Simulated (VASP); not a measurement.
InAs:

```
In As
1.0
     0.00000    3.01800    3.01800
     3.01800    0.00000    3.01800
     3.01800    3.01800    0.00000
In As
1 1
Cartesian
  0.0000 0.0000 0.0000
  4.5270 4.5270 4.5270
```

| Property | Result |
| --- | --- |
| Program | VASP 6.6.1 |
| Task | relaxation of cell and atoms |
| Functional | RPBE |
| Potentials or basis | VASP PAW PBE potentials, release 64 (In_d, As) |
| Cutoff | 600 eV |
| k mesh | 8 × 8 × 8 |
| Occupations | fermi-dirac, width 0.05 eV |
| Spin | no spin polarisation |

At the start: pressure 6.1 GPa; volume 27.49 Å³/atom.

Task: Where does the relaxation end?

Result: Over 5 steps the energy falls by 54.0 meV/atom and the volume is 30.63 Å³/atom (+11.4 %); space group F-43m (No. 216, to 0.05 Å).

Step by step:
```csv
step,energy change (eV),largest force (eV/Å),pressure (GPa),volume (Å³)
1,0.0000,0.0000,6.13,54.98
2,-0.0948,0.0000,-1.59,63.78
3,-0.1080,0.0000,0.04,61.22
4,-0.1080,0.0000,-0.06,61.35
5,-0.1080,0.0000,0.01,61.26
```

Final structure:
```yaml
crystal:
  lattice:
    - [0.00000, 3.12876, 3.12876]
    - [3.12876, 0.00000, 3.12876]
    - [3.12876, 3.12876, 0.00000]
  atoms:
    - { symbol: In, position: [0.00000, 0.00000, 0.00000] }
    - { symbol: As, position: [0.75000, 0.75000, 0.75000] }
```

Caveat: the PAW data sets were made with another functional, which shifts forces and pressure a little; the volume moved by +11 % from the deposited cell, more than functionals usually miss.
